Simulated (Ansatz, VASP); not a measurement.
**Al: VASP beside Ansatz**

```
Al
1.0
    -0.02046    1.97065    2.04383
     2.00266    0.00997    2.01341
     2.05929    1.99687   -0.04667
Al
1
Direct
  0.00000 0.00000 0.00000
```

Alike in both runs: functional PBEsol; k mesh 6 × 7 × 6; occupations fermi-dirac, width 0.05 eV; no spin polarisation.

```csv
,VASP,Ansatz
version,VASP 6.6.1,Ansatz 0.2.0
potentials or method,"VASP PAW PBE potentials, release 64 (Al)",Ansatz PAW
plane-wave cutoff (eV),500,420
valence electrons in the cell,3,3
task,single point,projected density of states
```

Ansatz gave:

| Item | Value |
| --- | --- |
| gap on the k mesh at the Fermi level (eV) | none |
| pressure (GPa) | -1.9 |
| traceless stress, the component that is largest in VASP (GPa) | 3.57 |

Question: Which values does VASP return?

Answer: gap on the k mesh at the Fermi level (eV): none; pressure (GPa): -1.8; traceless stress, the component that is largest in VASP (GPa): 3.59.

VASP's potentials were made for PBE, not for PBEsol. A gap of «none» marks a metal or a gap that the smearing closes. With one functional, cell and mesh, what is left measures potentials, basis and numerics.

The k mesh is coarse, so the values compare programs but aren't converged.
